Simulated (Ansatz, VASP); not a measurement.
**One calculation of Ti, two programs**

Contents of INCAR:

```
PREC = Accurate
ENCUT = 600
EDIFF = 1E-7
ISMEAR = 0
SIGMA = 0.1
LREAL = F
LASPH = T
NELM = 60
ALGO = Normal
ISIF = 3
LWAVE = F
LCHARG = F
GGA = PS
IBRION = 2
NSW = 90
EDIFFG = -0.04
```

File KPOINTS:

```
regular mesh
0
Gamma
  6 6 6
```

POSCAR

```
Ti
1.0
    1.7692989924      1.0215052496      3.2809528548
   -1.7692989924      1.0215052496      3.2809528548
    0.0000000000     -2.0430104991      3.2809528548
Ti
2
Direct
    0.2275400000      0.2275400000      0.2275400000
    0.7724600000      0.7724600000      0.7724600000
```

Input for Ansatz:

```yaml
crystal:
  lattice:
    - [1.7692989924, 1.0215052496, 3.2809528548]
    - [-1.7692989924, 1.0215052496, 3.2809528548]
    - [0.0, -2.0430104991, 3.2809528548]
  atoms:
    - { symbol: Ti, position: [0.22754, 0.22754, 0.22754] }
    - { symbol: Ti, position: [0.77246, 0.77246, 0.77246] }
basis:
  ecutwfc: 420
kpoints:
  mp_grid: { grid: [6, 6, 6] }
hamiltonian:
  xc: pbesol
scf:
  occupations: { method: gaussian, width: 0.1 }
  lower_state_search: "off"
output:
  forces: true
  stress: true
  eigenvalues: true
relax:
  adjacent_minimum: "off"
  f_tol: 0.04
  max_steps: 70
  cell: { stress_tol: 0.4 }
```

Alike in both runs: task relaxation of cell and atoms; functional PBEsol; k mesh 6 × 6 × 6; occupations gaussian, width 0.1 eV; no spin polarisation.

|  | VASP | Ansatz |
| --- | --- | --- |
| version | VASP 6.6.1 | Ansatz 0.2.0 |
| potentials or method | VASP PAW PBE potentials, release 64 (Ti_sv), cutoff 600 eV | scalar-relativistic, plane waves, PAW |
| valence electrons in the cell | 24 | 24 |

|  | VASP | Ansatz | Ansatz less VASP |
| --- | --- | --- | --- |
| gap on the k mesh at the Fermi level, each at its own relaxed structure (eV) | none | none | - |
| relaxed volume (Å³/atom) | 16.62 | 16.72 | +0.094 |
| relaxed length of the cell vector where the two differ most in proportion (Å) | 4.951 | 4.967 | +0.0157 |

VASP's potentials were made for PBE, not for PBEsol. A gap of «none» marks a metal or a gap that the smearing closes.
